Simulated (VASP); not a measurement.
# Zn (Fm-3m) in VASP: a series of runs, part 2 of 2

VASP 6.6.1.

### Step 3. Single point, PBEsol (volume scaled by 0.92)

INCAR

```
PREC = Accurate ; ENCUT = 520
EDIFF = 1E-6 ; ISMEAR = -1
SIGMA = 0.1 ; LREAL = F
LASPH = T ; NELM = 60
ALGO = Normal ; ISIF = 2
LWAVE = F ; LCHARG = F
GGA = PS ; NBANDS = 12
```

KPOINTS

```
regular mesh
0
Gamma
  16 16 16
```

POSCAR

```
Zn
1.0
    0.0000000000      1.8688478389      1.8688478389
    1.8688478389      0.0000000000      1.8688478389
    1.8688478389      1.8688478389      0.0000000000
Zn
1
Direct
    0.0000000000      0.0000000000      0.0000000000
```

Potentials or basis: VASP PAW PBE potentials, release 64 (Zn).

Started as:

```sh
cat potpaw_PBE.64/Zn/POTCAR > POTCAR
mpirun -np 1 vasp_std > vasp.out
```

OUTCAR:

```text
PREC = Accurate
   ENCUT = 520
   EDIFF = 1E-6
   ISMEAR = -1
   LREAL = F
   LASPH = T
   NELM = 60
   ISIF = 2
   GGA = PS

 ion  position               nearest neighbor table
   1  0.000  0.000  0.000-

  LATTYP: Found a face centered cubic cell.
 ALAT       =     3.7376956778

  Lattice vectors:

 A1 = (   0.0000000000,   1.8688478389,   1.8688478389)
 A2 = (   1.8688478389,   0.0000000000,   1.8688478389)
 A3 = (   1.8688478389,   1.8688478389,   0.0000000000)

Analysis of symmetry for initial positions (statically):
=====================================================================
 Subroutine PRICEL returns:
 Original cell was already a primitive cell.

 Routine SETGRP: Setting up the symmetry group for a
 face centered cubic supercell.

 Subroutine GETGRP returns: Found 48 space group operations
 (whereof 48 operations were pure point group operations)
 out of a pool of 48 trial point group operations.

The static configuration has the point symmetry O_h .

Analysis of symmetry for dynamics (positions and initial velocities):
[... 160 lines left out ...]
 fundamental gap:      0.1798120358
 Fermi energy:         4.1133190078

 k-point     1 :       0.0000    0.0000    0.0000
  band No.  band energies     occupation
      1      -7.5884      2.00000
      2      -3.9833      2.00000
      3      -3.9833      2.00000
      4      -3.9833      2.00000
      5      -3.4759      2.00000
      6      -3.4759      2.00000
      7      24.1291      0.00000
      8      24.4748      0.00000
      9      24.4748      0.00000
     10      24.4748      0.00000
     11      27.0712      0.00000
     12      27.0712      0.00000
[... 331 lines left out ...]
 k-point    24 :      -0.0625    0.0625    0.0000
  band No.  band energies     occupation
      1      -7.2410      2.00000
      2      -4.0267      2.00000
      3      -3.9411      2.00000
      4      -3.9281      2.00000
      5      -3.5114      2.00000
      6      -3.4648      2.00000
      7      20.6816      0.00000
      8      21.1365      0.00000
      9      24.6726      0.00000
     10      24.8842      0.00000
     11      27.3120      0.00000
     12      28.6785      0.00000

 [... further k-points ...]
[... 5 lines left out ...]
  --------------------------------------------------------------------------------------
  -------------------------------------------------------------------------------------
  Total        0.7485377      0.7485377      0.7485377     -0.0000000      0.0000000     -0.0000000
  in kB       91.8697269     91.8697269     91.8697269     -0.0000000      0.0000000     -0.0000000
  external PRESSURE =      91.8697269 kB  Pullay stress =       0.0000000 kB

 VOLUME and BASIS-vectors are now :
 -----------------------------------------------------------------------------
  energy-cutoff  :      520.00
  volume of cell :       13.05
      direct lattice vectors                 reciprocal lattice vectors
     0.000000000  1.868847839  1.868847839    -0.267544521  0.267544521  0.267544521
     1.868847839  0.000000000  1.868847839     0.267544521 -0.267544521  0.267544521
     1.868847839  1.868847839  0.000000000     0.267544521  0.267544521 -0.267544521

 POSITION                                       TOTAL-FORCE (eV/Angst)
 -----------------------------------------------------------------------------------
      0.00000      0.00000      0.00000        -0.000000     -0.000000      0.000000
 -----------------------------------------------------------------------------------
    total drift:                                0.000000      0.000000      0.000000

  FREE ENERGIE OF THE ION-ELECTRON SYSTEM (eV)
  ---------------------------------------------------
  free  energy   TOTEN  =        -1.5311350923 eV

  energy  without entropy=       -1.5213623717  energy(sigma->0) =       -1.52624873
```

OSZICAR:

```text
N       E                     dE             d eps       ncg     rms          rms(c)
DAV:   1     0.408649572143E+02    0.40865E+02   -0.65713E+03  3640   0.165E+03
DAV:   2    -0.629750085453E+00   -0.41495E+02   -0.38942E+02  3596   0.215E+02
DAV:   3    -0.172013989091E+01   -0.10904E+01   -0.10885E+01  3992   0.347E+01
DAV:   4    -0.172211065204E+01   -0.19708E-02   -0.19707E-02  3936   0.140E+00
DAV:   5    -0.172211181037E+01   -0.11583E-05   -0.11582E-05  4000   0.331E-02    0.412E+00
DAV:   6    -0.154615533493E+01    0.17596E+00   -0.98692E-01  4140   0.203E+01    0.283E+00
DAV:   7    -0.153571317396E+01    0.10442E-01   -0.19339E-02  3816   0.280E+00    0.146E+00
DAV:   8    -0.153115562647E+01    0.45575E-02   -0.13580E-03  4728   0.543E-01    0.304E-02
DAV:   9    -0.153113667363E+01    0.18953E-04   -0.13886E-04  5272   0.209E-01    0.300E-02
DAV:  10    -0.153113519086E+01    0.14828E-05   -0.13212E-05  3708   0.654E-02    0.166E-03
DAV:  11    -0.153113509235E+01    0.98514E-07   -0.12415E-07  2156   0.567E-03
   1 F= -.15311351E+01 E0= -.15262487E+01  d E =-.977272E-02
```

stdout:

```text
POSCAR found type information on POSCAR Zn
 POSCAR found :  1 types and       1 ions
 scaLAPACK will be used
 -----------------------------------------------------------------------------
|                                                                             |
|                                                                             |
|     You enforced a specific xc type in the INCAR file but a different       |
|     I HOPE YOU KNOW WHAT YOU ARE DOING!                                     |
|                                                                             |
 -----------------------------------------------------------------------------

 LDA part: xc-table for (Slater+PW92), standard interpolation
 POSCAR, INCAR and KPOINTS ok, starting setup
 FFT: planning ... GRIDC
 FFT: planning ... GRID_SOFT
 FFT: planning ... GRID
 WAVECAR not read
 entering main loop
```

It took 10 s on 1 thread of Intel Xeon Platinum 8488C (Sapphire Rapids), shared host; peak memory 0.13 GiB.

Results:

- Free energy: -1.5311 eV
- Pressure: 9.2 GPa
- Band gap on the k mesh: zero (band 6 reaches 6.40 eV, above the bottom of band 7 at 2.95 eV)

Caveat: the PAW data sets were made with another functional, which shifts forces and pressure a little.

### Step 4. Single point, PBEsol (volume scaled by 0.96)

INCAR

```
  PREC = Accurate
  ENCUT = 520
  EDIFF = 1E-7
  ISMEAR = -1
  SIGMA = 0.1
  LREAL = False
  LASPH = True
  NELM = 100
  ALGO = Normal
  ISIF = 2
  LWAVE = False
  LCHARG = False
  GGA = PS
  NBANDS = 12
```

KPOINTS is that of step 3.

POSCAR

```
Zn
1.0
    0.0000000000      1.8955492727      1.8955492727
    1.8955492727      0.0000000000      1.8955492727
    1.8955492727      1.8955492727      0.0000000000
Zn
1
Direct
    0.0000000000      0.0000000000      0.0000000000
```

Started as:

```sh
cat potpaw_PBE.64/Zn/POTCAR > POTCAR
mpirun -np 1 vasp_std > vasp.out
```

It took 11 s on 1 thread of Intel Xeon Platinum 8488C (Sapphire Rapids), shared host; peak memory 0.13 GiB.

The run converged. Its results:

| Quantity | Value |
| --- | --- |
| Free energy | -1.5543 eV |
| Pressure | 4.1 GPa |
| Band gap on the k mesh | zero (band 6 reaches 6.03 eV, above the bottom of band 7 at 2.52 eV) |

Levels at points of the mesh, in eV from the Fermi level:
```tsv
k point	band 2	band 3	band 4	band 5	band 6	band 7	band 8	band 9	band 10	band 11
(0.00, 0.00, 0.00)	-7.94	-7.94	-7.94	-7.47	-7.47	19.71	19.75	19.75	19.75	22.39
(0.50, 0.00, 0.00)	-7.94	-7.94	-7.12	-7.12	-3.43	-1.23	16.49	16.49	18.15	20.09
(0.50, 0.50, 0.00)	-8.69	-7.14	-7.04	-7.04	-1.33	2.10	8.93	8.93	12.78	14.43
```

Caveat: the PAW data sets were made with another functional, which shifts forces and pressure a little.

### Step 5. Overview

| cell | gap on the mesh (eV) | pressure (GPa) |
| --- | --- | --- |
| a = 2.604 Å, angles 60.0°, 1 atom | none | 15.7 |
| a = 2.643 Å, angles 60.0°, 1 atom | none | 9.2 |
| a = 2.681 Å, angles 60.0°, 1 atom | none | 4.1 |

Alike in all rows: task single point; level PBEsol; potentials or basis VASP PAW PBE potentials, release 64 (Zn); no spin polarisation; k mesh 16 × 16 × 16; cutoff (eV) 520; smearing fermi-dirac 0.1 eV.

Caveats: the PAW data sets were made with another functional, which shifts forces and pressure a little.

Absolute energies hang on the potentials; compare differences alone.
